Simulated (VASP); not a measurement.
# RbBr (Pm-3m) in VASP: further runs, part 2 of 2

VASP 6.6.1. Earlier steps stand in the parts before.

## Step 4: Relaxation of cell and atoms, LDA

This run uses another cell than the first one, of 36.86 Å³/atom, 1.180 times its volume.

Contents of INCAR:

```
SYSTEM = RbBr
PREC = Accurate
ENCUT = 500
EDIFF = 1E-7
ISMEAR = 0
SIGMA = 0.02
LREAL = .False.
LASPH = .True.
NELM = 120
ALGO = Normal
ISIF = 3
LWAVE = .False.
LCHARG = .False.
GGA = CA
IBRION = 2
NSW = 70
EDIFFG = -0.005
GGA_COMPAT = .False.
NELMIN = 4
```

Contents of KPOINTS:

```
Automatic mesh
0
Gamma
  6 6 6
  0 0 0
```

Contents of POSCAR:

```
RbBr
1.0
    4.1929010518      0.0000000000      0.0000000000
    0.0000000000      4.1929010518      0.0000000000
    0.0000000000      0.0000000000      4.1929010518
Rb Br
1 1
Direct
    0.0000000000      0.0000000000      0.0000000000
    0.5000000000      0.5000000000      0.5000000000
```

Potentials or basis: VASP PAW LDA potentials, release 64 (Rb_sv, Br).

Run with:

```console
$ cat potpaw_LDA.64/Rb_sv/POTCAR potpaw_LDA.64/Br/POTCAR > POTCAR
$ mpirun -np 1 vasp_std > vasp.out
```

OUTCAR:

```text
SYSTEM = RbBr
   PREC = Accurate
   ENCUT = 500
   EDIFF = 1E-7
   ISMEAR = 0
   LREAL = .False.
   LASPH = .True.
   NELM = 120
   ISIF = 3
   GGA = CA
   IBRION = 2
   NSW = 70
   EDIFFG = -0.005
   NELMIN = 4

 ion  position               nearest neighbor table
   1  0.000  0.000  0.000-   2 3.63   2 3.63   2 3.63   2 3.63   2 3.63   2 3.63   2 3.63   2 3.63

   2  0.500  0.500  0.500-   1 3.63   1 3.63   1 3.63   1 3.63   1 3.63   1 3.63   1 3.63   1 3.63

  LATTYP: Found a simple cubic cell.
 ALAT       =     4.1929010518

  Lattice vectors:

 A1 = (   4.1929010518,   0.0000000000,   0.0000000000)
 A2 = (   0.0000000000,   4.1929010518,   0.0000000000)
 A3 = (   0.0000000000,   0.0000000000,   4.1929010518)

Analysis of symmetry for initial positions (statically):
=====================================================================
 Subroutine PRICEL returns:
 Original cell was already a primitive cell.

 Routine SETGRP: Setting up the symmetry group for a
 simple cubic supercell.

 Subroutine GETGRP returns: Found 48 space group operations
 (whereof 48 operations were pure point group operations)
[... 164 lines left out ...]

  FORCE on cell =-STRESS in cart. coord.  units (eV):
  Direction    XX          YY          ZZ          XY          YZ          ZX
  --------------------------------------------------------------------------------------
  -------------------------------------------------------------------------------------
  Total       -1.1199841     -1.1199841     -1.1199841      0.0000000      0.0000000      0.0000000
  in kB      -24.3432515    -24.3432515    -24.3432515      0.0000000      0.0000000      0.0000000
  external PRESSURE =     -24.3432515 kB  Pullay stress =       0.0000000 kB
[... 89 lines left out ...]
  FREE ENERGIE OF THE ION-ELECTRON SYSTEM (eV)
  ---------------------------------------------------
  free  energy   TOTEN  =        -6.7196235579 eV

  energy  without entropy=       -6.7196235579  energy(sigma->0) =       -6.71962356

[... ionic steps 4 to 15 ...]

--------------------------------------- Ionic step       16  -------------------------------------------

 number of electron      15.9999997 magnetization

------------------------ aborting loop because EDIFF is reached ----------------------------------------
[... 67 lines left out ...]
--------------------------------------- Ionic step       18  -------------------------------------------

 number of electron      15.9999997 magnetization

 Free energy of the ion-electron system (eV)
  ---------------------------------------------------
  ext. energy  EPLUGINS =         0.00000000
  ---------------------------------------------------
  free energy    TOTEN  =        -6.72008280 eV

  energy without entropy =       -6.72008280  energy(sigma->0) =       -6.72008280

 E-fermi :  -0.1469     XC(G=0):  -8.8865

 val. band max:       -0.2515150914   @ k =   0.5000   0.5000   0.0000
 cond. band min:       3.8587736860   @ k =   0.0000   0.0000   0.0000
 fundamental gap:      4.1102887774
 Fermi energy:        -0.1469252646

 k-point     1 :       0.0000    0.0000    0.0000
  band No.  band energies     occupation
      1     -25.0709      2.00000
      2     -13.1082      2.00000
      3      -9.0943      2.00000
      4      -9.0943      2.00000
      5      -9.0943      2.00000
      6      -0.4077      2.00000
      7      -0.4077      2.00000
      8      -0.4077      2.00000
      9       3.8588      0.00000
     10       4.8880      0.00000
     11       4.8880      0.00000
     12       9.8570      0.00000
[... 312 lines left out ...]
  FREE ENERGIE OF THE ION-ELECTRON SYSTEM (eV)
  ---------------------------------------------------
  free  energy   TOTEN  =        -6.7200828022 eV

  energy  without entropy=       -6.7200828022  energy(sigma->0) =       -6.72008280

 reached required accuracy - stopping structural energy minimisation
```

CONTCAR:

```text
RbBr
   1.00000000000000
     3.9726709029781562   -0.0000000000000000    0.0000000000000000
     0.0000000000000000    3.9726709029781557   -0.0000000000000000
    -0.0000000000000000   -0.0000000000000000    3.9726709029781557
  Rb              Br
     1     1
Direct
     0.0000000000000000    0.0000000000000000    0.0000000000000000
     0.5000000000000000    0.5000000000000000    0.5000000000000000

  0.00000000E+00  0.00000000E+00  0.00000000E+00
  0.00000000E+00  0.00000000E+00  0.00000000E+00
```

It took 2.5 min on 1 thread of Intel Xeon 8259CL, shared host; peak memory 0.17 GiB.

What came out:

```
Free energy                            : -6.7201 eV
Relaxed volume                         : 31.35 Å³/atom
Relaxed cell                           : a = 3.973 Å, b = 3.973 Å, c = 3.973 Å, α = 90.00°, β = 90.00°, γ = 90.00°
Space group after relaxing (to 0.05 Å) : Pm-3m (No. 221)
Energy gained by relaxing              : 49.5 meV/atom
Ionic steps                            : 18
Pressure after relaxing                : 0.0 GPa
Band gap on the k mesh                 : 4.11 eV, indirect (least direct gap 4.27 eV)
```

Step by step:
| step | energy change (eV) | largest force (eV/Å) | pressure (GPa) | volume (Å³) |
| --- | --- | --- | --- | --- |
| 1 | 0.0000 | 0.0000 | -2.43 | 73.71 |
| 2 | -0.0728 | 0.0000 | -1.48 | 67.90 |
| 3 | -0.0985 | 0.0000 | -0.23 | 63.32 |
| 4 | -0.0989 | 0.0000 | 0.03 | 62.58 |
| 5 | -0.0989 | 0.0000 | -0.04 | 62.79 |
| 6 | -0.0989 | 0.0000 | -0.04 | 62.79 |
| 7 | -0.0989 | 0.0000 | -0.04 | 62.79 |
| 8 | -0.0989 | 0.0000 | -0.04 | 62.79 |
| 9 | -0.0989 | 0.0000 | -0.04 | 62.79 |
| 10 | -0.0989 | 0.0000 | -0.04 | 62.79 |
| 11 | -0.0989 | 0.0000 | -0.04 | 62.79 |
| 12 | -0.0989 | 0.0000 | -0.04 | 62.79 |
| 13 | -0.0989 | 0.0000 | -0.04 | 62.79 |
| 14 | -0.0989 | 0.0000 | -0.04 | 62.78 |
| 15 | -0.0989 | 0.0000 | -0.04 | 62.78 |
| 16 | -0.0989 | 0.0000 | -0.03 | 62.77 |
| 17 | -0.0989 | 0.0000 | -0.03 | 62.74 |
| 18 | -0.0989 | 0.0000 | -0.01 | 62.70 |

Final structure:
```yaml
crystal:
  lattice:
    - [3.97267, 0.00000, 0.00000]
    - [0.00000, 3.97267, 0.00000]
    - [0.00000, 0.00000, 3.97267]
  atoms:
    - { symbol: Rb, position: [0.00000, 0.00000, 0.00000] }
    - { symbol: Br, position: [0.50000, 0.50000, 0.50000] }
```
